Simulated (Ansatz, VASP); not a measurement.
# Ru in VASP and in Ansatz

Contents of INCAR:

```
PREC = Accurate
ENCUT = 520
EDIFF = 1E-6
ISMEAR = 0
SIGMA = 0.15
LREAL = F
LASPH = T
NELM = 100
ALGO = Normal
ISIF = 2
LWAVE = F
LCHARG = T
GGA = PE
LELF = T
LVHAR = T
NBANDS = 21
```

File KPOINTS:

```
Automatic mesh
0
Gamma
  18 18 10
```

Contents of POSCAR:

```
Ru
1.0
    2.6563000000      0.0000000000      0.0000000000
   -1.3281500000      2.3004232801      0.0000000000
    0.0000000000      0.0000000000      4.2966597850
Ru
2
Direct
    0.3333333333      0.6666666667      0.2500000000
    0.6666666667      0.3333333333      0.7500000000
```

Input for Ansatz:

```yaml
crystal:
  lattice:
    - [2.6563, 0.0, 0.0]
    - [-1.32815, 2.3004232801, 0.0]
    - [0.0, 0.0, 4.296659785]
  atoms:
    - { symbol: Ru, position: [0.3333333333, 0.6666666667, 0.25] }
    - { symbol: Ru, position: [0.6666666667, 0.3333333333, 0.75] }
basis:
  ecutwfc: 420
kpoints:
  mp_grid: { grid: [18, 18, 10] }
hamiltonian:
  xc: pbe
  pseudopotentials: { kind: paw, azcp: { folder: soft_1 } }
scf:
  occupations: { method: gaussian, width: 0.15 }
output:
  forces: true
  stress: true
  eigenvalues: true
  write_density: true
  write_potential: true
  elf: true
  volumetric_format: npy
```

Alike in both runs: task single point; functional PBE; k mesh 18 × 18 × 10; occupations gaussian, width 0.15 eV; no spin polarisation.

```csv
,VASP,Ansatz
version,VASP 6.6.1,Ansatz 0.2.0
potentials or method,"VASP PAW PBE potentials, release 64 (Ru_pv), cutoff 520 eV","scalar-relativistic, plane waves, PAW"
valence electrons in the cell,28,32
```

Ansatz gave:

* gap on the k mesh at the Fermi level (eV): none
* pressure (GPa): 16.5
* traceless stress, the component that is largest in VASP (GPa): -7.54

Question: What did VASP give for the same quantities?

Answer: gap on the k mesh at the Fermi level (eV): none; pressure (GPa): 16.5; traceless stress, the component that is largest in VASP (GPa): -7.52.

A gap of «none» marks a metal or a gap that the smearing closes. With one functional, cell and mesh, what is left measures potentials, basis and numerics. VASP's potentials hold 28 valence electrons a cell and Ansatz's 32, so a difference there can come from the potentials and not from the codes.
